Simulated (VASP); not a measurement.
# MnSi4 (P6/mmm) in VASP: a series of runs, part 2 of 2

VASP 6.6.1. The steps go on from the part before.

## 3. Single point, PBE, collinear spin, ferromagnetic start

This run uses another cell than the first one, of 20.73 Å³/atom.

Input file INCAR:

```
  PREC = Accurate
  ENCUT = 520
  EDIFF = 1E-6
  ISMEAR = 0
  SIGMA = 0.1
  LREAL = False
  LASPH = True
  NELM = 150
  ALGO = Normal
  ISIF = 2
  LWAVE = False
  LCHARG = True
  ISPIN = 2
  MAGMOM = 4 0 0 0 0
  LORBIT = 11
  LMAXMIX = 4
  GGA = PE
  LELF = True
  LVHAR = True
  NBANDS = 26
```

Input file KPOINTS:

```
regular mesh
0
Gamma
  6 6 4
```

Input file POSCAR:

```
MnSi4
1.0
    5.0742218597      0.0000000000      0.0000000000
   -2.5371109298      4.3944050349      0.0000000000
    0.0000000000      0.0000000000      4.6473933579
Mn Si
1 4
Direct
    0.0000000000      0.0000000000      0.5000000000
    0.5000000000      0.0000000000      0.0000000000
    0.0000000000      0.5000000000      0.0000000000
    0.5000000000      0.5000000000      0.0000000000
    0.0000000000      0.0000000000      0.0000000000
```

Potentials or basis: VASP PAW PBE potentials, release 64 (Mn_pv, Si).

Started as:

```
> cat potpaw_PBE.64/Mn_pv/POTCAR potpaw_PBE.64/Si/POTCAR > POTCAR
> mpirun -np 1 vasp_std > vasp.out
```

OUTCAR:

```text
PREC = Accurate
   ENCUT = 520
   EDIFF = 1E-6
   ISMEAR = 0
   LREAL = False
   LASPH = True
   NELM = 150
   ISIF = 2
   ISPIN = 2
   LORBIT = 11
   GGA = PE

 ion  position               nearest neighbor table
   1  0.000  0.000  0.500-   5 2.32   5 2.32
   2  0.500  0.000  0.000-   4 2.54   4 2.54   3 2.54   3 2.54   5 2.54   5 2.54
   3  0.000  0.500  0.000-   5 2.54   5 2.54   2 2.54   2 2.54   4 2.54   4 2.54
   4  0.500  0.500  0.000-   2 2.54   2 2.54   5 2.54   5 2.54   3 2.54   3 2.54
   5  0.000  0.000  0.000-   1 2.32   1 2.32   3 2.54   3 2.54   4 2.54   4 2.54   2 2.54   2 2.54

  LATTYP: Found a hexagonal cell.
 ALAT       =     5.0742218597
 C/A-ratio  =     0.9158829642

  Lattice vectors:

 A1 = (   5.0742218597,   0.0000000000,   0.0000000000)
 A2 = (  -2.5371109298,   4.3944050349,   0.0000000000)
 A3 = (   0.0000000000,   0.0000000000,   4.6473933579)

Analysis of symmetry for initial positions (statically):
=====================================================================
 Subroutine PRICEL returns:
 Original cell was already a primitive cell.

 Routine SETGRP: Setting up the symmetry group for a
 hexagonal supercell.

 Subroutine GETGRP returns: Found 24 space group operations
 (whereof 24 operations were pure point group operations)
 out of a pool of 24 trial point group operations.

The static configuration has the point symmetry D_6h.

Analysis of symmetry for dynamics (positions and initial velocities):
=====================================================================
 Subroutine PRICEL returns:
 Original cell was already a primitive cell.

 Routine SETGRP: Setting up the symmetry group for a
 hexagonal supercell.

 Subroutine GETGRP returns: Found 24 space group operations
 (whereof 24 operations were pure point group operations)
 out of a pool of 24 trial point group operations.

The dynamic configuration has the point symmetry D_6h.

Analysis of structural, dynamic, and magnetic symmetry:
=====================================================================
 Subroutine PRICEL returns:
 Original cell was already a primitive cell.

 Routine SETGRP: Setting up the symmetry group for a
 hexagonal supercell.

 Subroutine GETGRP returns: Found 24 space group operations
 (whereof 24 operations were pure point group operations)
 out of a pool of 24 trial point group operations.

The overall configuration has the point symmetry D_6h.

 Subroutine INISYM returns: Found 24 space group operations
 (whereof 24 operations are pure point group operations),
 and found     1 'primitive' translations

----------------------------------------------------------------------------------------

                                     Primitive cell

  volume of cell :     103.6284

  direct lattice vectors                    reciprocal lattice vectors
     5.074221860  0.000000000  0.000000000     0.197074552  0.113781046  0.000000000
    -2.537110930  4.394405035  0.000000000     0.000000000  0.227562091  0.000000000
     0.000000000  0.000000000  4.647393358     0.000000000  0.000000000  0.215174383

  length of vectors
     5.074221860  5.074221860  4.647393358     0.227562091  0.227562091  0.215174383

  position of ions in fractional coordinates (direct lattice)
[... 83 lines left out ...]
   EDIFFG = 0.1E-04   stopping-criterion for IOM
   NSW    =      0    number of steps for IOM
   IBRION =     -1    ionic relax: 0-MD 1-quasi-New 2-CG
   NFREE  =      0    steps in history (QN), initial steepest desc. (CG)
   ISIF   =      2    stress and relaxation
   ISYM   =      2    0-nonsym 1-usesym 2-fastsym
   POTIM  = 0.5000    time-step for ionic-motion
   TEBEG  =    0.0;   TEEND  =   0.0 temperature during run
   PSTRESS=    0.0 pullay stress
   NELECT =      29.0000    total number of electrons
   NUPDOWN=      -1.0000    fix difference up-down
   EMIN   =  10.00;   EMAX   =-10.00  energy-range for DOS
   EFERMI =   0.00;   METHOD = LEGACY
   ISMEAR =     0;   SIGMA  =   0.10  broadening in eV -4-tet -1-fermi 0-gaus
   EFERMI_NEDOS =   21; number of points for ismear=-14 and -15
   IALGO  =     38    algorithm
   IMIX   =      4    mixing-type and parameters
     AMIX     =   0.40;   BMIX     =  1.00
     AMIX_MAG =   1.60;   BMIX_MAG =  1.00
  volume/ion in A,a.u.               =      20.73       139.86
  Fermi-wavevector in a.u.,A,eV,Ry     =   1.070815  2.023547 15.601054  1.146645
  Thomas-Fermi vector in A             =   2.206537
   LORBIT       =     11    0 simple, 1 ext, 2 COOP (PROOUT), +10 PAW based schemes
   GGA     = PE    functional components
   LHFCALC =     F    Hartree Fock is set to
   AEXX    =    0.0000 exact exchange contribution
   IVDW    =     0    specifies the selected vdW correction
   LEPSILON=     F    determine dielectric tensor
   LRPA    =     F    only Hartree local field effects (RPA)
 spin polarized calculation
 Gauss-broadening in eV      SIGMA  =   0.10
  energy-cutoff  :      520.00
  volume of cell :      103.63
 maximum number of plane-waves:      2832
 NGX is ok and might be reduce to    40
   NGX = 19   NGY = 19   NGZ = 17

 number of electron      28.9999993 magnetization       3.9036013

 Free energy of the ion-electron system (eV)
  ---------------------------------------------------
  ext. energy  EPLUGINS =         0.00000000
  ---------------------------------------------------
  free energy    TOTEN  =       -26.16318296 eV

  energy without entropy =      -26.13801513  energy(sigma->0) =      -26.15059905

 E-fermi :   5.6285     XC(G=0):  -9.4118

 val. band max:        5.6246346775   @ k =   0.5000   0.0000   0.5000
 cond. band min:       5.6469369930   @ k =   0.3333  -0.0000   0.2500
 fundamental gap:      0.0223023155
 Fermi energy:         5.6284532691

 spin component 1

 k-point     1 :       0.0000    0.0000    0.0000
  band No.  band energies     occupation
      1     -44.5886      1.00000
      2     -44.5886      1.00000
      3     -44.1741      1.00000
      4      -7.0951      1.00000
      5      -0.4079      1.00000
      6      -0.0250      1.00000
[... 598 lines left out ...]
     25      10.7616      0.00000
     26      10.7616      0.00000
 Fermi energy:         5.6284532691

 spin component 2

 k-point     1 :       0.0000    0.0000    0.0000
  band No.  band energies     occupation
      1     -40.6312      1.00000
      2     -40.5067      1.00000
      3     -40.5067      1.00000
      4      -7.0894      1.00000
      5      -0.1852      1.00000
      6      -0.0057      1.00000
[... 598 lines left out ...]
     25      11.2940      0.00000
     26      11.2940      0.00000

------------------------ aborting loop because EDIFF is reached ----------------------------------------

  FORCE on cell =-STRESS in cart. coord.  units (eV):
  Direction    XX          YY          ZZ          XY          YZ          ZX
  --------------------------------------------------------------------------------------
  -------------------------------------------------------------------------------------
  Total       -0.0958075     -0.0958075     -0.0109073     -0.0000000      0.0000000     -0.0000000
  in kB       -1.4812597     -1.4812597     -0.1686348     -0.0000000      0.0000000     -0.0000000
  external PRESSURE =      -1.0437180 kB  Pullay stress =       0.0000000 kB

 VOLUME and BASIS-vectors are now :
 -----------------------------------------------------------------------------
  energy-cutoff  :      520.00
  volume of cell :      103.63
      direct lattice vectors                 reciprocal lattice vectors
     5.074221860  0.000000000  0.000000000     0.197074552  0.113781046  0.000000000
    -2.537110930  4.394405035  0.000000000     0.000000000  0.227562091  0.000000000
     0.000000000  0.000000000  4.647393358     0.000000000  0.000000000  0.215174383

 POSITION                                       TOTAL-FORCE (eV/Angst)
 -----------------------------------------------------------------------------------
      0.00000      0.00000      2.32370         0.000000      0.000000      0.000000
      2.53711      0.00000      0.00000        -0.000000      0.000000      0.000000
     -1.26856      2.19720      0.00000        -0.000000      0.000000      0.000000
      1.26856      2.19720      0.00000         0.000000      0.000000      0.000000
      0.00000      0.00000      0.00000         0.000000      0.000000      0.000000
 -----------------------------------------------------------------------------------
    total drift:                                0.000000     -0.000000      0.000000

  FREE ENERGIE OF THE ION-ELECTRON SYSTEM (eV)
  ---------------------------------------------------
  free  energy   TOTEN  =       -26.1631829635 eV

  energy  without entropy=      -26.1380151323  energy(sigma->0) =      -26.15059905

 total charge

# of ion       s       p       d       tot
------------------------------------------
    1        0.270   6.157   5.053  11.480
    2        0.833   0.737   0.000   1.569
    3        0.833   0.737   0.000   1.569
    4        0.833   0.737   0.000   1.569
    5        0.806   0.859   0.000   1.664
--------------------------------------------------
tot          3.574   9.225   5.053  17.852

 magnetization (x)

# of ion       s       p       d       tot
------------------------------------------
    1        0.066   0.022   3.638   3.726
    2        0.011  -0.005   0.000   0.006
    3        0.011  -0.005   0.000   0.006
    4        0.011  -0.005   0.000   0.006
    5       -0.014  -0.047   0.000  -0.061
--------------------------------------------------
tot          0.085  -0.041   3.638   3.683
```

Run time: 64 s. Hardware: 1 thread of Intel Xeon 6975P-C (Granite Rapids), shared host; peak memory 0.3 GiB.

What came out:

```yaml
Free_energy: -26.1632 eV
Pressure: -0.1 GPa
Net_moment: 3.90 μB per cell
Site_moments: Mn +3.73; Si +0.01, -0.06 (each value once) μB
Valence_electrons_inside_the_program's_atomic_spheres: Mn 11.48; Si 1.57, 1.66 (each value once)
```

Stress tensor (GPa, compression positive):
```
-0.15  0.00  0.00
 0.00 -0.15  0.00
 0.00  0.00 -0.02
```

Levels at points of the mesh, in eV from the Fermi level:
Spin up:
```tsv
k point	band 13	band 14	band 15	band 16	band 17	band 18	band 19	band 20
(0.00, 0.00, 0.00)	-2.81	-2.45	-2.45	-2.04	-0.02	1.71	2.71	2.71
(0.50, 0.00, 0.00)	-2.51	-0.70	-0.33	-0.05	0.16	0.34	1.36	1.45
(0.00, 0.00, 0.50)	-2.79	-2.79	-1.95	-1.95	1.52	1.86	1.86	1.92
(0.50, 0.00, 0.50)	-2.36	-2.32	-0.18	-0.16	0.29	0.33	0.75	0.76
```
Spin down:
```tsv
k point	band 10	band 11	band 12	band 13	band 14	band 15
(0.00, 0.00, 0.00)	-4.99	-3.91	-0.15	0.04	0.04	1.20
(0.50, 0.00, 0.00)	-1.08	-0.52	-0.35	-0.32	0.30	0.76
(0.00, 0.00, 0.50)	-4.78	-4.78	-1.54	0.21	0.21	1.25
(0.50, 0.00, 0.50)	-1.16	-0.82	-0.16	0.00	0.02	0.31
```

## 4. Relaxation of cell and atoms, PBE, collinear spin, ferromagnetic start

Input file INCAR:

```
SYSTEM = MnSi4
PREC     = Accurate       ! precision mode
ENCUT    = 600            ! plane-wave cutoff, eV
EDIFF    = 1E-7           ! SCF threshold, eV
ISMEAR   = 0              ! smearing method
SIGMA    = 0.1            ! smearing width, eV
LREAL    = .False.        ! projectors in reciprocal space
LASPH    = .True.         ! aspherical terms in the spheres
NELM     = 150            ! most SCF steps
ALGO     = Normal         ! electronic algorithm
ISIF     = 3              ! what is computed and relaxed
LWAVE    = .False.        ! write WAVECAR
LCHARG   = .False.        ! write CHGCAR
ISPIN    = 2              ! spin polarisation
MAGMOM   = 4 0 0 0 0      ! initial moments
LORBIT   = 11             ! projections on sites
LMAXMIX  = 4              ! l up to which the mixer works
GGA      = PE             ! functional
IBRION   = 2              ! ionic algorithm
NSW      = 90             ! ionic steps
EDIFFG   = -0.04          ! ionic threshold
```

Input file KPOINTS:

```
regular mesh
0
Gamma
  6 6 4
  0 0 0
```

Changes to POSCAR since step 3:

```diff
@@ -2,5 +2,5 @@
 1.0
-    5.0742218597      0.0000000000      0.0000000000
-   -2.5371109298      4.3944050349      0.0000000000
-    0.0000000000      0.0000000000      4.6473933579
+    3.5772562200      0.0000000000      0.0000000000
+   -1.7886281100      3.0979947600      0.0000000000
+    0.0000000000      0.0000000000      6.4712758900
 Mn Si
```

Started as:

```
> cat potpaw_PBE.64/Mn_pv/POTCAR potpaw_PBE.64/Si/POTCAR > POTCAR
> mpirun -np 1 vasp_std > vasp.out
```

Run time: 21 min. Hardware: 1 thread of Intel Xeon 6975P-C (Granite Rapids), shared host; peak memory 0.3 GiB.

The run converged. Its results:

- Free energy: -25.0072 eV
- Relaxed volume: 18.36 Å³/atom
- Relaxed cell: a = 4.967 Å, b = 4.967 Å, c = 4.296 Å, α = 90.00°, β = 90.00°, γ = 120.00°
- Space group after relaxing (to 0.1 Å): P6/mmm (No. 191)
- Pressure after relaxing: 0.0 GPa
- Net moment: 0.00 μB per cell
- Valence electrons inside the program's atomic spheres: Mn 11.74; Si 1.57, 1.74 (each value once)

Stress tensor (GPa, compression positive):
```
 0.15  0.00  0.00
 0.00  0.15  0.00
 0.00  0.00 -0.26
```

Final structure:
```cif
data_structure
_symmetry_space_group_name_H-M 'P 1'
_symmetry_Int_Tables_number 1
_cell_length_a 4.9669
_cell_length_b 4.9669
_cell_length_c 4.2957
_cell_angle_alpha 90.000
_cell_angle_beta 90.000
_cell_angle_gamma 120.000
_cell_volume 91.78
loop_
_atom_site_label
_atom_site_type_symbol
_atom_site_fract_x
_atom_site_fract_y
_atom_site_fract_z
_atom_site_occupancy
Mn1 Mn 0.00000 0.00000 0.50000 1
Si1 Si 0.50000 0.00000 0.00000 1
Si2 Si 0.00000 0.50000 0.00000 1
Si3 Si 0.50000 0.50000 0.00000 1
Si4 Si 0.00000 0.00000 0.00000 1
```

Levels at points of the mesh, in eV from the Fermi level:
Spin up:
```csv
k point,band 10,band 11,band 12,band 13,band 14,band 15,band 16,band 17,band 18,band 19
"(0.00, 0.00, 0.00)",-5.05,-3.59,-1.09,-1.09,-0.47,0.16,0.16,1.32,2.47,3.17
"(0.50, 0.00, 0.00)",-1.78,-1.28,-1.06,-0.39,-0.18,0.59,0.71,0.85,1.63,1.85
"(0.00, 0.00, 0.50)",-4.67,-4.67,-2.32,-0.68,-0.68,0.27,0.27,2.20,2.54,2.54
"(0.50, 0.00, 0.50)",-1.86,-1.50,-0.50,-0.23,-0.21,-0.11,-0.10,0.77,1.18,1.62
```
Spin down:
```csv
k point,band 12,band 13,band 14,band 15,band 16,band 17
"(0.00, 0.00, 0.00)",-1.09,-1.09,-0.47,0.16,0.16,1.32
"(0.50, 0.00, 0.00)",-1.06,-0.39,-0.18,0.59,0.71,0.85
"(0.00, 0.00, 0.50)",-2.32,-0.68,-0.68,0.27,0.27,2.20
"(0.50, 0.00, 0.50)",-0.50,-0.23,-0.21,-0.11,-0.10,0.77
```

Caveat: the volume moved by over 15 % at a fixed basis, so the end points are rough.
